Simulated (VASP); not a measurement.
# Ti3Al (Fm-3m) in VASP: notebook, part 2 of 2

VASP 6.6.1. The steps go on from the part before.

**5. Relaxation of cell and atoms, PBEsol**

This run uses another cell than the first one, of 16.14 Å³/atom, 1.010 times its volume.

Contents of INCAR:

```
  PREC = Accurate
  ENCUT = 600
  EDIFF = 1E-6
  ISMEAR = 1
  SIGMA = 0.1
  LREAL = False
  LASPH = True
  NELM = 60
  ALGO = Normal
  ISIF = 3
  LWAVE = False
  LCHARG = False
  GGA = PS
  IBRION = 2
  NSW = 80
  EDIFFG = -0.01
```

Contents of KPOINTS:

```
Automatic mesh
0
Gamma
  6 6 6
```

Contents of POSCAR:

```
Ti3Al
1.0
    0.0000000000      3.1837067498      3.1837067498
    3.1837067498      0.0000000000      3.1837067498
    3.1837067498      3.1837067498      0.0000000000
Al Ti
1 3
Direct
    0.0000000000      0.0000000000      0.0000000000
    0.5000000000      0.5000000000      0.5000000000
    0.2500000000      0.2500000000      0.2500000000
    0.7500000000      0.7500000000      0.7500000000
```

Potentials or basis: VASP PAW PBE potentials, release 64 (Al, Ti_sv).

Run with:

```
$ cat potpaw_PBE.64/Al/POTCAR potpaw_PBE.64/Ti_sv/POTCAR > POTCAR
$ mpirun -np 1 vasp_std > vasp.out
```

OUTCAR:

```text
PREC = Accurate
   ENCUT = 600
   EDIFF = 1E-6
   ISMEAR = 1
   LREAL = False
   LASPH = True
   NELM = 60
   ISIF = 3
   GGA = PS
   IBRION = 2
   NSW = 80
   EDIFFG = -0.01

 ion  position               nearest neighbor table
   1  0.000  0.000  0.000-   3 2.76   4 2.76   4 2.76   4 2.76   4 2.76   3 2.76   3 2.76   3 2.76

   2  0.500  0.500  0.500-   3 2.76   4 2.76   3 2.76   3 2.76   3 2.76   4 2.76   4 2.76   4 2.76

   3  0.250  0.250  0.250-   1 2.76   2 2.76   1 2.76   1 2.76   1 2.76   2 2.76   2 2.76   2 2.76

   4  0.750  0.750  0.750-   1 2.76   2 2.76   2 2.76   2 2.76   2 2.76   1 2.76   1 2.76   1 2.76

  LATTYP: Found a face centered cubic cell.
 ALAT       =     6.3674134996

  Lattice vectors:

 A1 = (   0.0000000000,   3.1837067498,   3.1837067498)
 A2 = (   3.1837067498,   0.0000000000,   3.1837067498)
 A3 = (   3.1837067498,   3.1837067498,   0.0000000000)

Analysis of symmetry for initial positions (statically):
=====================================================================
 Subroutine PRICEL returns:
 Original cell was already a primitive cell.

 Routine SETGRP: Setting up the symmetry group for a
 face centered cubic supercell.

 Subroutine GETGRP returns: Found 48 space group operations
 (whereof 48 operations were pure point group operations)
 out of a pool of 48 trial point group operations.

The static configuration has the point symmetry O_h .

Analysis of symmetry for dynamics (positions and initial velocities):
=====================================================================
 Subroutine PRICEL returns:
 Original cell was already a primitive cell.

 Routine SETGRP: Setting up the symmetry group for a
 face centered cubic supercell.

 Subroutine GETGRP returns: Found 48 space group operations
 (whereof 48 operations were pure point group operations)
 out of a pool of 48 trial point group operations.

The dynamic configuration has the point symmetry O_h .

 Subroutine INISYM returns: Found 48 space group operations
 (whereof 48 operations are pure point group operations),
 and found     1 'primitive' translations

----------------------------------------------------------------------------------------

                                     Primitive cell

  volume of cell :      64.5400

  direct lattice vectors                    reciprocal lattice vectors
     0.000000000  3.183706750  3.183706750    -0.157049640  0.157049640  0.157049640
     3.183706750  0.000000000  3.183706750     0.157049640 -0.157049640  0.157049640
     3.183706750  3.183706750  0.000000000     0.157049640  0.157049640 -0.157049640

  length of vectors
     4.502441264  4.502441264  4.502441264     0.272017956  0.272017956  0.272017956

  position of ions in fractional coordinates (direct lattice)
     0.000000000  0.000000000  0.000000000
     0.500000000  0.500000000  0.500000000
[... 105 lines left out ...]
 Methfessel and Paxton  Order N= 1 SIGMA  =   0.10
  energy-cutoff  :      600.00
  volume of cell :       64.54
 maximum number of plane-waves:      2176
   NGX = 17   NGY = 17   NGZ = 17

--------------------------------------- Ionic step        1  -------------------------------------------

 number of electron      39.0000009 magnetization

 Free energy of the ion-electron system (eV)
  ---------------------------------------------------
  ext. energy  EPLUGINS =         0.00000000
  ---------------------------------------------------
  free energy    TOTEN  =       -29.69105120 eV

  energy without entropy =      -29.68984655  energy(sigma->0) =      -29.69064965

------------------------ aborting loop because EDIFF is reached ----------------------------------------

  FORCE on cell =-STRESS in cart. coord.  units (eV):
  Direction    XX          YY          ZZ          XY          YZ          ZX
  --------------------------------------------------------------------------------------
  -------------------------------------------------------------------------------------
  Total       -0.0418899     -0.0418899     -0.0418899      0.0000000      0.0000000     -0.0000000
  in kB       -1.0398974     -1.0398974     -1.0398974      0.0000000      0.0000000     -0.0000000
  external PRESSURE =      -1.0398974 kB  Pullay stress =       0.0000000 kB

 VOLUME and BASIS-vectors are now :
 -----------------------------------------------------------------------------
  energy-cutoff  :      600.00
  volume of cell :       64.54
      direct lattice vectors                 reciprocal lattice vectors
     0.000000000  3.183706750  3.183706750    -0.157049640  0.157049640  0.157049640
     3.183706750  0.000000000  3.183706750     0.157049640 -0.157049640  0.157049640
     3.183706750  3.183706750  0.000000000     0.157049640  0.157049640 -0.157049640

 POSITION                                       TOTAL-FORCE (eV/Angst)
 -----------------------------------------------------------------------------------
      0.00000      0.00000      0.00000        -0.000000      0.000000      0.000000
      3.18371      3.18371      3.18371        -0.000000      0.000000      0.000000
      1.59185      1.59185      1.59185        -0.000000     -0.000000     -0.000000
      4.77556      4.77556      4.77556         0.000000      0.000000      0.000000
 -----------------------------------------------------------------------------------
    total drift:                                0.000000      0.000000      0.000000

  FREE ENERGIE OF THE ION-ELECTRON SYSTEM (eV)
  ---------------------------------------------------
  free  energy   TOTEN  =       -29.6910511987 eV

  energy  without entropy=      -29.6898465453  energy(sigma->0) =      -29.69064965

--------------------------------------- Ionic step        2  -------------------------------------------

 number of electron      39.0000008 magnetization

 Free energy of the ion-electron system (eV)
  ---------------------------------------------------
  ext. energy  EPLUGINS =         0.00000000
  ---------------------------------------------------
  free energy    TOTEN  =       -29.69106338 eV

  energy without entropy =      -29.68983995  energy(sigma->0) =      -29.69065557

 E-fermi :   8.4475     XC(G=0): -11.5875

 val. band max:        8.4322090764   @ k =   0.3333   0.1667   0.0000
 cond. band min:       8.4742845731   @ k =  -0.3333   0.5000   0.1667
 fundamental gap:      0.0420754967
 Fermi energy:         8.4474636895

 k-point     1 :       0.0000    0.0000    0.0000
  band No.  band energies     occupation
      1     -47.8171      2.00000
      2     -47.7280      2.00000
      3     -47.5176      2.00000
      4     -24.2249      2.00000
      5     -24.2249      2.00000
      6     -24.2249      2.00000
[... 405 lines left out ...]
     22       9.3433     -0.00000
     23       9.4237     -0.00000

------------------------ aborting loop because EDIFF is reached ----------------------------------------

  FORCE on cell =-STRESS in cart. coord.  units (eV):
  Direction    XX          YY          ZZ          XY          YZ          ZX
  --------------------------------------------------------------------------------------
  -------------------------------------------------------------------------------------
  Total        0.0208876      0.0208876      0.0208876      0.0000000      0.0000000      0.0000000
  in kB        0.5193111      0.5193111      0.5193111      0.0000000      0.0000000      0.0000000
  external PRESSURE =       0.5193111 kB  Pullay stress =       0.0000000 kB

 VOLUME and BASIS-vectors are now :
 -----------------------------------------------------------------------------
  energy-cutoff  :      600.00
  volume of cell :       64.44
      direct lattice vectors                 reciprocal lattice vectors
     0.000000000  3.182098278  3.182098278    -0.157129025  0.157129025  0.157129025
     3.182098278  0.000000000  3.182098278     0.157129025 -0.157129025  0.157129025
     3.182098278  3.182098278  0.000000000     0.157129025  0.157129025 -0.157129025

 POSITION                                       TOTAL-FORCE (eV/Angst)
 -----------------------------------------------------------------------------------
      6.36420      3.18210      3.18210        -0.000000     -0.000000      0.000000
      3.18210      3.18210      3.18210        -0.000000     -0.000000      0.000000
      1.59105      1.59105      1.59105        -0.000000     -0.000000     -0.000000
      4.77315      4.77315      4.77315         0.000000      0.000000      0.000000
 -----------------------------------------------------------------------------------
    total drift:                                0.000000      0.000000      0.000000

  FREE ENERGIE OF THE ION-ELECTRON SYSTEM (eV)
  ---------------------------------------------------
  free  energy   TOTEN  =       -29.6910633812 eV

  energy  without entropy=      -29.6898399501  energy(sigma->0) =      -29.69065557

 reached required accuracy - stopping structural energy minimisation
```

Wall time 52 s (1 thread of Intel Xeon 6975P-C, shared host); peak memory 0.22 GiB.

What came out:

* Free energy: -29.6911 eV
* Relaxed volume: 16.11 Å³/atom
* Relaxed cell: a = 4.500 Å, b = 4.500 Å, c = 4.500 Å, α = 60.00°, β = 60.00°, γ = 60.00°
* Space group after relaxing (to 0.05 Å): Fm-3m (No. 225)
* Energy gained by relaxing: 0.0 meV/atom
* Ionic steps: 2
* Pressure after relaxing: 0.1 GPa

Final structure:
```
Al Ti
1.0
     0.00000    3.18210    3.18210
     3.18210    0.00000    3.18210
     3.18210    3.18210    0.00000
Al Ti
1 3
Direct
  0.00000 0.00000 0.00000
  0.50000 0.50000 0.50000
  0.25000 0.25000 0.25000
  0.75000 0.75000 0.75000
```

Levels at points of the mesh, in eV from the Fermi level:
```
           k point  band 15  band 16  band 17  band 18  band 19  band 20  band 21  band 22  band 23
(0.00, 0.00, 0.00)    -1.75    -1.75    -1.75    -1.75     0.03     0.03     0.03     2.39     2.39
(0.50, 0.00, 0.00)    -1.94    -1.94    -0.38    -0.32    -0.32    -0.03    -0.03     0.85     1.06
(0.50, 0.50, 0.00)    -2.01    -2.00    -0.57    -0.57    -0.12    -0.11    -0.11     1.25     1.29
```

Caveat: the PAW data sets were made with another functional, which shifts forces and pressure a little.

**6. Overview**

| task | cell | cutoff (eV) | gap on the mesh (eV) | pressure (GPa) |
| --- | --- | --- | --- | --- |
| single point | a = 4.487 Å, angles 60.0°, 4 atoms | 520 | none | 1.1 |
| single point | a = 4.502 Å, angles 60.0°, 4 atoms | 520 | none | -0.1 |
| single point | a = 4.517 Å, angles 60.0°, 4 atoms | 520 | none | -1.3 |
| relaxation of cell and atoms | relaxed from a = 4.502 Å, angles 60.0°, 4 atoms | 600 | none | 0.1 |

Alike in all rows: level PBEsol; potentials or basis VASP PAW PBE potentials, release 64 (Al, Ti_sv); no spin polarisation; k mesh 6 × 6 × 6; smearing methfessel-paxton 0.1 eV.

Caveats: the PAW data sets were made with another functional, which shifts forces and pressure a little.

Total energies depend on the potentials used, so only differences within one code and one set of settings carry meaning.
